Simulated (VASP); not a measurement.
PbS:

```xyz
2
Lattice="2.1127 1.2197 3.4519 -2.1127 1.2197 3.4519 0.0000 -2.4395 3.4519" Properties=species:S:1:pos:R:3 pbc="T T T"
Pb    0.0000    0.0000   10.1545
S     0.0000    0.0000    4.9194
```

| Quantity | Value |
| --- | --- |
| Program | VASP 6.6.1 |
| Task | relaxation of cell and atoms |
| Functional | LDA |
| Potentials or basis | VASP PAW LDA potentials, release 64 (Pb_d, S) |
| Cutoff | 500 eV |
| k mesh | 4 × 4 × 4 |
| Occupations | gaussian, width 0.01 eV |
| Spin | no spin polarisation |

At the start: pressure -3.6 GPa; volume 26.69 Å³/atom.

Task: How do energy, volume and symmetry change on relaxing?

Result: Over 12 steps the energy falls by 23.6 meV/atom and the volume is 24.95 Å³/atom (-6.5 %); space group R3m (No. 160, to 0.05 Å).

The path:
| step | energy change (eV) | largest force (eV/Å) | pressure (GPa) | volume (Å³) |
| --- | --- | --- | --- | --- |
| 1 | 0.0000 | 0.0702 | -3.64 | 53.37 |
| 2 | -0.0406 | 0.0855 | 0.75 | 48.82 |
| 3 | -0.0426 | 0.1001 | 0.09 | 49.60 |
| 4 | -0.0426 | 0.0999 | 0.05 | 49.68 |
| 5 | -0.0426 | 0.0996 | -0.01 | 49.75 |
| 6 | -0.0435 | 0.0909 | -0.02 | 49.74 |
| 7 | -0.0456 | 0.0611 | 0.05 | 49.70 |
| 8 | -0.0468 | 0.0162 | 0.32 | 49.64 |
| 9 | -0.0469 | 0.0054 | 0.22 | 49.65 |
| 10 | -0.0468 | 0.0072 | -0.37 | 50.24 |
| 11 | -0.0471 | 0.0064 | -0.03 | 49.91 |
| 12 | -0.0472 | 0.0030 | -0.02 | 49.91 |

Final structure:
```cif
data_structure
_symmetry_space_group_name_H-M 'P 1'
_symmetry_Int_Tables_number 1
_cell_length_a 4.1331
_cell_length_b 4.1331
_cell_length_c 4.1331
_cell_angle_alpha 59.986
_cell_angle_beta 59.986
_cell_angle_gamma 59.986
_cell_volume 49.91
loop_
_atom_site_label
_atom_site_type_symbol
_atom_site_fract_x
_atom_site_fract_y
_atom_site_fract_z
_atom_site_occupancy
Pb1 Pb 0.98503 0.98503 0.98503 1
S1 S 0.47057 0.47057 0.47057 1
```

Caveat: the k points lie up to 0.47 Å⁻¹ apart in the final cell.
